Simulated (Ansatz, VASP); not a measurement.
## Li3SeF in VASP and in Ansatz

The input INCAR:

```
ALGO     = Normal         # electronic algorithm
EDIFF    = 1E-6           # SCF threshold, eV
EDIFFG   = -0.01          # ionic threshold
ENCUT    = 600            # plane-wave cutoff, eV
GGA      = PE             # functional
IBRION   = 2              # ionic algorithm
ISIF     = 3              # what is computed and relaxed
ISMEAR   = 0              # smearing method
LASPH    = T              # aspherical terms in the spheres
LCHARG   = F              # write CHGCAR
LREAL    = F              # projectors in reciprocal space
LWAVE    = F              # write WAVECAR
NELM     = 60             # most SCF steps
NSW      = 100            # ionic steps
PREC     = Accurate       # precision mode
SIGMA    = 0.02           # smearing width, eV
```

File KPOINTS:

```
k-points
0
Gamma
  6 6 6
```

The input POSCAR:

```
Li3SeF
1.0
    5.6034000000      0.0000000000      0.0000000000
   -2.8017000000      4.8526867500      0.0000000000
    0.0000000000      0.0000000000      4.7068560000
Li Se F
6 2 2
Direct
    0.8333333300      0.6666666700      0.7500000000
    0.3333333300      0.1666666700      0.7500000000
    0.8333333300      0.1666666700      0.7500000000
    0.1666666700      0.3333333300      0.2500000000
    0.6666666700      0.8333333300      0.2500000000
    0.1666666700      0.8333333300      0.2500000000
    0.3333333300      0.6666666700      0.7500000000
    0.6666666700      0.3333333300      0.2500000000
    0.0000000000      0.0000000000      0.0000000000
    0.0000000000      0.0000000000      0.5000000000
```

Input for Ansatz:

```yaml
crystal:
  lattice:
    - [5.6034, 0.0, 0.0]
    - [-2.8017, 4.85268675, 0.0]
    - [0.0, 0.0, 4.706856]
  atoms:
    - { symbol: Li, position: [0.83333333, 0.66666667, 0.75] }
    - { symbol: Li, position: [0.33333333, 0.16666667, 0.75] }
    - { symbol: Li, position: [0.83333333, 0.16666667, 0.75] }
    - { symbol: Li, position: [0.16666667, 0.33333333, 0.25] }
    - { symbol: Li, position: [0.66666667, 0.83333333, 0.25] }
    - { symbol: Li, position: [0.16666667, 0.83333333, 0.25] }
    - { symbol: Se, position: [0.33333333, 0.66666667, 0.75] }
    - { symbol: Se, position: [0.66666667, 0.33333333, 0.25] }
    - { symbol: F, position: [0.0, 0.0, 0.0] }
    - { symbol: F, position: [0.0, 0.0, 0.5] }
basis:
  ecutwfc: 420
kpoints:
  mp_grid: { grid: [6, 6, 6] }
hamiltonian:
  xc: pbe
scf:
  occupations: { method: gaussian, width: 0.02 }
output:
  forces: true
  stress: true
  eigenvalues: true
  write_density: true
  write_potential: true
  elf: true
  volumetric_format: npy
relax:
  adjacent_minimum: "off"
  f_tol: 0.01
  max_steps: 80
  cell: { stress_tol: 0.05 }
```

Alike in both runs: task relaxation of cell and atoms; functional PBE; k mesh 6 × 6 × 6; occupations gaussian, width 0.02 eV; no spin polarisation.

|  | VASP | Ansatz |
| --- | --- | --- |
| version | VASP 6.6.1 | Ansatz 0.2.0 |
| potentials or method | VASP PAW PBE potentials, release 64 (Li_sv, Se, F), cutoff 600 eV | scalar-relativistic, plane waves, PAW |
| valence electrons in the cell | 44 | 64 |

Ansatz gave:

- gap on the k mesh at the Fermi level, each at its own relaxed structure (eV): 3.01
- relaxed volume (Å³/atom): 13.25
- relaxed length of the cell vector where the two differ most in proportion (Å): 4.856

Problem. Estimate VASP's values.

Solution. gap on the k mesh at the Fermi level, each at its own relaxed structure (eV): 3.04; relaxed volume (Å³/atom): 13.20; relaxed length of the cell vector where the two differ most in proportion (Å): 4.844.

VASP's potentials hold 44 valence electrons a cell and Ansatz's 64, so a difference there can come from the potentials and not from the codes.

Noted on VASP's run: the cutoff is under 1.25 times that of the potentials, so the pressure is a little rough.
